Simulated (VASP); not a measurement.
Write the native input for VASP 6.6.1 that does the following.

- Task: single point
- Functional: r2SCAN
- Potentials or basis: VASP PAW PBE potentials, release 64 (Li_sv, F)
- Cutoff: 520 eV
- k mesh: 8 × 8 × 8
- Occupations: gaussian, width 0.01 eV
- Spin: no spin polarisation
- Dipole correction: no
- Further INCAR settings: ALGO = Normal; EDIFF = 1e-06; NBANDS = 12

LiF (Griceite):

```
Li F
1.0
     0.00000    1.99487    1.99487
     1.99487    0.00000    1.99487
     1.99487    1.99487    0.00000
Li F
1 1
Direct
  0.00000 0.00000 0.00000
  0.50000 0.50000 0.50000
```

These files were run (other wordings do the same):

POSCAR

```
LiF
1.0
    0.0000000000      1.9948691814      1.9948691814
    1.9948691814      0.0000000000      1.9948691814
    1.9948691814      1.9948691814      0.0000000000
Li F
1 1
Direct
    0.0000000000      0.0000000000      0.0000000000
    0.5000000000      0.5000000000      0.5000000000
```

INCAR.step1

```
ALGO = Normal
EDIFF = 1E-4
ENCUT = 520
GGA = PE
ISMEAR = 0
LASPH = T
LCHARG = F
LREAL = F
LWAVE = T
NBANDS = 12
NELM = 60
PREC = Accurate
SIGMA = 0.01
```

INCAR.step2

```
ALGO = Normal
EDIFF = 1E-6
ENCUT = 520
ISIF = 2
ISMEAR = 0
ISTART = 1
LASPH = T
LCHARG = F
LMIXTAU = T
LREAL = F
LWAVE = F
METAGGA = R2SCAN
NBANDS = 12
NELM = 60
PREC = Accurate
SIGMA = 0.01
```

KPOINTS

```
k-points
0
Gamma
  8 8 8
```

Potentials or basis: VASP PAW PBE potentials, release 64 (Li_sv, F).

Launch:

```sh
$ cat potpaw_PBE.64/Li_sv/POTCAR potpaw_PBE.64/F/POTCAR > POTCAR
$ cp INCAR.step1 INCAR
$ mpirun -np 1 vasp_std > vasp.out
$ cp INCAR.step2 INCAR
$ mpirun -np 1 vasp_std > vasp.out
```

It gave:

The band gap on the k mesh is 10.55 eV, direct.

Run time: 66 s on 1 thread of Intel Xeon 8259CL, on a shared host, peak memory 0.11 GiB.
